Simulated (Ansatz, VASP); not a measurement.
**Cd7S in VASP and in Ansatz**

File INCAR:

```
SYSTEM = Cd7S
PREC     = Accurate       ! precision mode
ENCUT    = 520            ! plane-wave cutoff, eV
EDIFF    = 1E-6           ! SCF threshold, eV
ISMEAR   = 0              ! smearing method
SIGMA    = 0.2            ! smearing width, eV
LREAL    = .FALSE.        ! projectors in reciprocal space
LASPH    = .TRUE.         ! aspherical terms in the spheres
NELM     = 80             ! most SCF steps
ALGO     = Normal         ! electronic algorithm
ISIF     = 2              ! what is computed and relaxed
LWAVE    = .FALSE.        ! write WAVECAR
LCHARG   = .FALSE.        ! write CHGCAR
GGA      = PE             ! functional
NBANDS   = 55             ! bands
```

The input KPOINTS:

```
Automatic mesh
0
G
  6 6 2
  0 0 0
```

Contents of POSCAR:

```
Cd7S
1.0
    3.6132194580      0.0000000000      0.0000000000
   -1.8066097290      3.1291398401      0.0000000000
    0.0000000000      0.0000000000     16.9519159408
Cd S
7 1
Direct
    0.6666666667      0.3333333333      0.8995208236
    0.3333333333      0.6666666667      0.1004791764
    0.3333333333      0.6666666667      0.7688043952
    0.6666666667      0.3333333333      0.6353817555
    0.6666666667      0.3333333333      0.2311956048
    0.3333333333      0.6666666667      0.3646182445
    0.0000000000      0.0000000000      0.5000000000
    0.0000000000      0.0000000000      0.0000000000
```

Input for Ansatz:

```yaml
crystal:
  lattice:
    - [3.613219458, 0.0, 0.0]
    - [-1.806609729, 3.1291398401, 0.0]
    - [0.0, 0.0, 16.9519159408]
  atoms:
    - { symbol: Cd, position: [0.6666666667, 0.3333333333, 0.8995208236] }
    - { symbol: Cd, position: [0.3333333333, 0.6666666667, 0.1004791764] }
    - { symbol: Cd, position: [0.3333333333, 0.6666666667, 0.7688043952] }
    - { symbol: Cd, position: [0.6666666667, 0.3333333333, 0.6353817555] }
    - { symbol: Cd, position: [0.6666666667, 0.3333333333, 0.2311956048] }
    - { symbol: Cd, position: [0.3333333333, 0.6666666667, 0.3646182445] }
    - { symbol: Cd, position: [0.0, 0.0, 0.5] }
    - { symbol: S, position: [0.0, 0.0, 0.0] }
basis:
  ecutwfc: 420
kpoints:
  mp_grid: { grid: [6, 6, 2] }
hamiltonian:
  xc: pbe
scf:
  occupations: { method: gaussian, width: 0.2 }
  lower_state_search: "off"
output:
  forces: true
  stress: true
  eigenvalues: true
```

Alike in both runs: task single point; functional PBE; k mesh 6 × 6 × 2; occupations gaussian, width 0.2 eV; no spin polarisation.

|  | VASP | Ansatz |
| --- | --- | --- |
| version | VASP 6.6.1 | Ansatz 0.2.0 |
| potentials or method | VASP PAW PBE potentials, release 64 (Cd, S), cutoff 520 eV | scalar-relativistic, plane waves, PAW |
| valence electrons in the cell | 90 | 146 |

Ansatz gave:

| Quantity | Value |
| --- | --- |
| gap on the k mesh at the Fermi level (eV) | none |
| pressure (GPa) | -0.1 |
| traceless stress, the component that is largest in VASP (GPa) | -0.95 |
| rms of the force components (eV/Å) | 0.020 |

Q: Which values does VASP return?

A: gap on the k mesh at the Fermi level (eV): none; pressure (GPa): 0.2; traceless stress, the component that is largest in VASP (GPa): -0.90; rms of the force components (eV/Å): 0.024.

Atom by atom the forces differ by 0.007 eV/Å (rms over components). A gap of «none» marks a metal or a gap that the smearing closes. VASP's potentials hold 90 valence electrons a cell and Ansatz's 146, so a difference there can come from the potentials and not from the codes.
